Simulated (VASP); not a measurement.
# Sn2HO2 in VASP: notebook

Runs on Sn2HO2. Level: PBE+D3(BJ). Tasks: single point.

All numbers are computed with VASP 6.6.1; they aren't measurements. Logs are shortened: lines on timing, memory, paths and dates and some standing lists are left out, and cuts for length are marked.

### 1 The cell of the first run

The cell holds a slab with vacuum, 5 atoms: a = 3.820 Å, b = 3.820 Å, c = 17.863 Å, α = 90.00°, β = 90.00°, γ = 90.00°.

### 2 Single point, PBE+D3(BJ), collinear spin

INCAR reads:

```
SYSTEM = Sn2HO2
ALGO     = Normal         ! electronic algorithm
DIPOL    = 0.5 0.5 0.320
EDIFF    = 1E-7           ! SCF threshold, eV
ENCUT    = 520            ! plane-wave cutoff, eV
GGA      = PE             ! functional
IDIPOL   = 3            
ISIF     = 2              ! what is computed and relaxed
ISMEAR   = 0              ! smearing method
ISPIN    = 2              ! spin polarisation
IVDW     = 12             ! dispersion correction
LASPH    = .TRUE.         ! aspherical terms in the spheres
LCHARG   = .TRUE.         ! write CHGCAR
LDIPOL   = .TRUE.       
LELF     = .TRUE.         ! ELF
LORBIT   = 11             ! projections on sites
LREAL    = .FALSE.        ! projectors in reciprocal space
LVACPOTAV= .TRUE.       
LVHAR    = .TRUE.       
LWAVE    = .FALSE.        ! write WAVECAR
MAGMOM   = 0 0 0 0 1      ! initial moments
NBANDS   = 32             ! bands
NELM     = 150            ! most SCF steps
PREC     = Accurate       ! precision mode
SIGMA    = 0.05           ! smearing width, eV
```

KPOINTS reads:

```
k-points
0
G
  7 7 1
  0 0 0
```

POSCAR reads:

```
Sn2HO2
1.0
    3.8201526300      0.0002954461      0.0000000000
   -0.0003145178      3.8201526285      0.0000000000
    0.0000000000      0.0000000000     17.8630377374
Sn O H
2 2 1
Direct
    0.9999452828      0.9999452828      0.2239260790
    0.4999452828      0.4999452828      0.3562125228
    0.9999460977      0.4999460977      0.2900693009
    0.4999460977      0.9999460977      0.2900693009
    0.6249452828      0.7499452828      0.4387742841
```

Potentials or basis: VASP PAW PBE potentials, release 64 (Sn_d, O, H).

Run with:

```sh
cat potpaw_PBE.64/Sn_d/POTCAR potpaw_PBE.64/O/POTCAR potpaw_PBE.64/H/POTCAR > POTCAR
mpirun -np 1 vasp_std > vasp.out
```

OUTCAR:

```text
SYSTEM = Sn2HO2
   EDIFF = 1E-7
   ENCUT = 520
   GGA = PE
   ISIF = 2
   ISMEAR = 0
   ISPIN = 2
   IVDW = 12
   LASPH = .TRUE.
   LORBIT = 11
   LREAL = .FALSE.
   NELM = 150
   PREC = Accurate
 IVDW          = 12

 ion  position               nearest neighbor table
   1  1.000  1.000  0.224-   4 2.25   3 2.25   4 2.25   3 2.25   2 3.59   2 3.59   2 3.59   2 3.59

   2  0.500  0.500  0.356-   5 1.82   3 2.25   4 2.25   3 2.25   4 2.25   1 3.59   1 3.59   1 3.59
                             1 3.59
   3  1.000  0.500  0.290-   2 2.25   1 2.25   2 2.25   1 2.25
   4  0.500  1.000  0.290-   1 2.25   2 2.25   1 2.25   2 2.25
   5  0.625  0.750  0.439-   2 1.82

  LATTYP: Found a simple tetragonal cell.
 ALAT       =     3.8201526414
 C/A-ratio  =     4.6760010434

  Lattice vectors:

 A1 = (   3.8201526300,   0.0002954461,   0.0000000000)
 A2 = (  -0.0003145178,   3.8201526285,   0.0000000000)
 A3 = (   0.0000000000,   0.0000000000,  17.8630377374)

Analysis of symmetry for initial positions (statically):
=====================================================================
 Subroutine PRICEL returns:
 Original cell was already a primitive cell.

 Routine SETGRP: Setting up the symmetry group for a
 simple tetragonal supercell.

 Subroutine GETGRP returns: Found  1 space group operations
 (whereof  1 operations were pure point group operations)
 out of a pool of 16 trial point group operations.

The static configuration has the point symmetry C_1 .

Analysis of symmetry for dynamics (positions and initial velocities):
=====================================================================
 Subroutine PRICEL returns:
 Original cell was already a primitive cell.

 Routine SETGRP: Setting up the symmetry group for a
 simple tetragonal supercell.

 Subroutine GETGRP returns: Found  1 space group operations
 (whereof  1 operations were pure point group operations)
 out of a pool of 16 trial point group operations.

The dynamic configuration has the point symmetry C_1 .

Analysis of structural, dynamic, and magnetic symmetry:
=====================================================================
 Subroutine PRICEL returns:
 Original cell was already a primitive cell.

 Routine SETGRP: Setting up the symmetry group for a
 simple tetragonal supercell.

 Subroutine GETGRP returns: Found  1 space group operations
 (whereof  1 operations were pure point group operations)
 out of a pool of 16 trial point group operations.

The overall configuration has the point symmetry C_1 .

 Subroutine INISYM returns: Found  1 space group operations
 (whereof  1 operations are pure point group operations),
 and found     1 'primitive' translations

----------------------------------------------------------------------------------------

                                     Primitive cell

  volume of cell :     260.6854

  direct lattice vectors                    reciprocal lattice vectors
     3.820152630  0.000295446  0.000000000     0.261769644  0.000021552  0.000000000
    -0.000314518  3.820152628  0.000000000    -0.000020245  0.261769644  0.000000000
     0.000000000  0.000000000 17.863037737     0.000000000  0.000000000  0.055981520

  length of vectors
     3.820152641  3.820152641 17.863037737     0.261769645  0.261769645  0.055981520

  position of ions in fractional coordinates (direct lattice)
     0.999945283  0.999945283  0.223926079
     0.499945283  0.499945283  0.356212523
     0.999946098  0.499946098  0.290069301
     0.499946098  0.999946098  0.290069301
     0.624945283  0.749945283  0.438774284

  ion indices of the primitive-cell ions
   primitive index   ion index
                 1           1
                 2           2
                 3           3
                 4           4
                 5           5

----------------------------------------------------------------------------------------

 KPOINTS: k-points
[... 27 lines left out ...]
  0.000000  0.142857  0.000000      2.000000
  0.285714 -0.000000  0.000000      2.000000
  0.000000  0.285714  0.000000      2.000000
  0.428571 -0.000000  0.000000      2.000000
[... 16 lines left out ...]
  0.285714  0.428571  0.000000      2.000000
  0.428571  0.428571  0.000000      2.000000
   k-points           NKPTS =     25   k-points in BZ     NKDIM =     25   number of bands    NBANDS=     32
   number of dos      NEDOS =    301   number of ions     NIONS =      5
   total plane-waves  NPLWV = 109760
   dimension x,y,z NGX =    28 NGY =   28 NGZ =  140
   dimension x,y,z NGXF=    56 NGYF=   56 NGZF=  280
   ions per type =               2   2   1
   NGX,Y,Z   is equivalent  to a cutoff of  12.19, 12.19, 13.03 a.u.
   NGXF,Y,Z  is equivalent  to a cutoff of  24.37, 24.37, 26.06 a.u.
 SYSTEM =  Sn2HO2
   PREC   = accura    normal or accurate (medium, high low for compatibility)
   ISTART =      0    job   : 0-new  1-cont  2-samecut
   ICHARG =      2    charge: 1-file 2-atom 10-const
   ISPIN  =      2    spin polarized calculation?
   LNONCOLLINEAR =      F non collinear calculations
   LSORBIT =      F    spin-orbit coupling
   LASPH  =      T    aspherical Exc in radial PAW
   ENCUT  =  520.0 eV  38.22 Ry    6.18 a.u.   7.10  7.10 33.21*2*pi/ulx,y,z
   NELM   =    150;   NELMIN=  2; NELMDL= -5     # of ELM steps
   EDIFF  = 0.1E-06   stopping-criterion for ELM
   LREAL  =      F    real-space projection
   EDIFFG = 0.1E-05   stopping-criterion for IOM
   NSW    =      0    number of steps for IOM
   IBRION =     -1    ionic relax: 0-MD 1-quasi-New 2-CG
   NFREE  =      0    steps in history (QN), initial steepest desc. (CG)
   ISIF   =      2    stress and relaxation
   ISYM   =      2    0-nonsym 1-usesym 2-fastsym
   POTIM  = 0.5000    time-step for ionic-motion
   TEBEG  =    0.0;   TEEND  =   0.0 temperature during run
   PSTRESS=    0.0 pullay stress
   NELECT =      41.0000    total number of electrons
   NUPDOWN=      -1.0000    fix difference up-down
   EMIN   =  10.00;   EMAX   =-10.00  energy-range for DOS
   EFERMI =   0.00;   METHOD = LEGACY
   ISMEAR =     0;   SIGMA  =   0.05  broadening in eV -4-tet -1-fermi 0-gaus
   EFERMI_NEDOS =   21; number of points for ismear=-14 and -15
   IALGO  =     38    algorithm
   IMIX   =      4    mixing-type and parameters
     AMIX     =   0.40;   BMIX     =  1.00
     AMIX_MAG =   1.60;   BMIX_MAG =  1.00
  volume/ion in A,a.u.               =      52.14       351.84
  Fermi-wavevector in a.u.,A,eV,Ry     =   0.883684  1.669921 10.624765  0.780898
  Thomas-Fermi vector in A             =   2.004484
   LORBIT       =     11    0 simple, 1 ext, 2 COOP (PROOUT), +10 PAW based schemes
   GGA     = PE    functional components
   LHFCALC =     F    Hartree Fock is set to
   AEXX    =    0.0000 exact exchange contribution
   IVDW    =    12    specifies the selected vdW correction
   LEPSILON=     F    determine dielectric tensor
   LRPA    =     F    only Hartree local field effects (RPA)
 spin polarized calculation
 Gauss-broadening in eV      SIGMA  =   0.05
  energy-cutoff  :      520.00
  volume of cell :      260.69
 maximum number of plane-waves:      7046
   NGX = 15   NGY = 15   NGZ = 67

 dipolmoment           0.000000      0.000000     -0.018295 electrons x Angstroem

 number of electron      40.9999984 magnetization       0.0001237

 dipolmoment           0.000000      0.000000      0.067370 electrons x Angstroem

 Free energy of the ion-electron system (eV)
  ---------------------------------------------------
  ext. energy  EPLUGINS =         0.00000000
  ---------------------------------------------------
  free energy    TOTEN  =       -24.22536506 eV

  energy without entropy =      -24.22263679  energy(sigma->0) =      -24.22400093

 E-fermi :  -0.5523     XC(G=0):  -3.7158

 val. band max:       -0.6221195297   @ k =   0.0000   0.2857   0.0000
 cond. band min:      -0.5489312515   @ k =   0.0000   0.1429   0.0000
 fundamental gap:      0.0731882782
 Fermi energy:        -0.5523186490

 spin component 1

 k-point     1 :       0.0000    0.0000    0.0000
  band No.  band energies     occupation
      1     -23.2554      1.00000
      2     -22.9475      1.00000
      3     -22.9279      1.00000
      4     -22.8934      1.00000
      5     -22.8662      1.00000
      6     -22.8363      1.00000
[... 829 lines left out ...]
     31       7.0231      0.00000
     32       7.2341      0.00000

 [... further k-points ...]

 spin component 2

 k-point     1 :       0.0000    0.0000    0.0000
  band No.  band energies     occupation
      1     -23.2554      1.00000
      2     -22.9475      1.00000
      3     -22.9279      1.00000
      4     -22.8934      1.00000
      5     -22.8662      1.00000
      6     -22.8363      1.00000
[... 829 lines left out ...]
     31       7.0224      0.00000
     32       7.2328      0.00000

 [... further k-points ...]

------------------------ aborting loop because EDIFF is reached ----------------------------------------

 Edisp (eV)   -0.60295

 E8    (eV) :    -0.2644

  FORCE on cell =-STRESS in cart. coord.  units (eV):
  Direction    XX          YY          ZZ          XY          YZ          ZX
  --------------------------------------------------------------------------------------
  -------------------------------------------------------------------------------------
  Total      -0.36364     0.50864     0.02941    -0.03980     1.61936     0.34363
  in kB      -2.23493     3.12612     0.18074    -0.24460     9.95264     2.11193
  external pressure =        0.36 kB  Pullay stress =        0.00 kB

 VOLUME and BASIS-vectors are now :
 -----------------------------------------------------------------------------
  energy-cutoff  :      520.00
  volume of cell :      260.69
      direct lattice vectors                 reciprocal lattice vectors
     3.820152630  0.000295446  0.000000000     0.261769644  0.000021552  0.000000000
    -0.000314518  3.820152628  0.000000000    -0.000020245  0.261769644  0.000000000
     0.000000000  0.000000000 17.863037737     0.000000000  0.000000000  0.055981520

 POSITION                                       TOTAL-FORCE (eV/Angst)
 -----------------------------------------------------------------------------------
      3.81963      3.82024      4.00000        -0.031235     -0.116979     -0.042590
      1.90971      1.91001      6.36304         0.160726     -0.263548      0.063354
      3.81979      1.91017      5.18152        -0.191647      0.259377      0.365335
      1.90956      3.82009      5.18152         0.018167     -0.553871     -0.380798
      2.38715      2.86509      7.83784         0.043990      0.675021     -0.005300
 -----------------------------------------------------------------------------------
    total drift:                               -0.000033     -0.000044      0.001448

  FREE ENERGIE OF THE ION-ELECTRON SYSTEM (eV)
  ---------------------------------------------------
  free  energy   TOTEN  =       -24.8283112339 eV

  energy  without entropy=      -24.8255829609  energy(sigma->0) =      -24.82694710

 vacuum level on the upper side and lower side of the slab         3.618         2.782

 total charge

# of ion       s       p       d       tot
------------------------------------------
    1        1.278   0.766  10.054  12.098
    2        1.154   0.876  10.097  12.127
    3        1.583   3.407   0.000   4.990
    4        1.582   3.419   0.000   5.000
    5        0.489   0.008   0.000   0.496
--------------------------------------------------
tot          6.086   8.475  20.152  34.712

 magnetization (x)

# of ion       s       p       d       tot
------------------------------------------
    1        0.000   0.000   0.000   0.000
    2        0.000   0.000   0.000   0.000
    3        0.000   0.000   0.000   0.000
    4        0.000   0.000   0.000   0.000
    5        0.000  -0.000   0.000   0.000
--------------------------------------------------
tot          0.000   0.000   0.000   0.000
```

Run time: 27 min. Hardware: 1 thread of Intel Xeon Platinum 8488C (Sapphire Rapids), shared host; peak memory 0.59 GiB.

Results:

```
Free energy                                           : -24.8283 eV
Largest force                                         : 0.676 eV/Å
Net moment                                            : 0.00 μB per cell
Valence electrons inside the program's atomic spheres : Sn 12.10, 12.13; O 4.99, 5.00; H 0.50
Dispersion energy per atom                            : -0.121 eV
```

Forces on the atoms (eV/Å):
```
Sn  -0.031 -0.117 -0.043
Sn   0.161 -0.264  0.063
O   -0.192  0.259  0.365
O    0.018 -0.554 -0.381
H    0.044  0.675 -0.005
```

Caveat: spin-orbit coupling is left out, which moves the levels of the heavy elements.

### 3 Single point, PBE+D3(BJ), collinear spin

INCAR reads:

```
PREC = Accurate
ENCUT = 520
EDIFF = 1E-6
ISMEAR = 0
SIGMA = 0.05
LREAL = F
LASPH = T
NELM = 150
ALGO = Normal
ISIF = 2
LWAVE = F
LCHARG = F
ISPIN = 2
MAGMOM = 0 0 0 0 1
LORBIT = 11
LDIPOL = T
IDIPOL = 3
DIPOL = 0.5 0.5 0.317
GGA = PE
IVDW = 12
NBANDS = 32
```

KPOINTS reads:

```
regular mesh
0
Gamma
  7 7 1
```

POSCAR, as its differences from that of step 2:

```diff
@@ -12,2 +12,2 @@
     0.4999460977      0.9999460977      0.2900693009
-    0.6249452828      0.7499452828      0.4387742841
+    0.6249452828      0.8749452828      0.4234010620
```

Potentials or basis: VASP PAW PBE potentials, release 64 (Sn_d, O, H).

Run with:

```sh
cat potpaw_PBE.64/Sn_d/POTCAR potpaw_PBE.64/O/POTCAR potpaw_PBE.64/H/POTCAR > POTCAR
mpirun -np 1 vasp_std > vasp.out
```

Run time: 7.1 min. Hardware: 1 thread of Intel Xeon 6975P-C (Granite Rapids), shared host; peak memory 0.58 GiB.

The run converged. Its results:

```
Free energy                                           : -25.0755 eV
Largest force                                         : 1.015 eV/Å
Net moment                                            : 0.02 μB per cell
Valence electrons inside the program's atomic spheres : Sn 12.10, 12.08; O 4.99, 5.01; H 0.48
Dispersion energy per atom                            : -0.122 eV
```

Forces on the atoms (eV/Å):
```
Sn   0.016 -0.053 -0.002
Sn   0.386 -0.166  0.609
O   -0.036  0.122  0.371
O   -0.194 -0.148 -0.985
H   -0.172  0.245  0.007
```

Levels at points of the mesh, in eV from the Fermi level:
Spin up:
```csv
k point,band 18,band 19,band 20,band 21,band 22,band 23,band 24,band 25
"(0.00, 0.00, 0.00)",-3.21,-3.20,-2.32,0.38,1.65,3.02,3.83,4.07
```
Spin down:
```csv
k point,band 18,band 19,band 20,band 21,band 22,band 23
"(0.00, 0.00, 0.00)",-3.21,-3.20,-2.31,0.39,1.65,3.04
```

Caveat: spin-orbit coupling is left out, which moves the levels of the heavy elements.
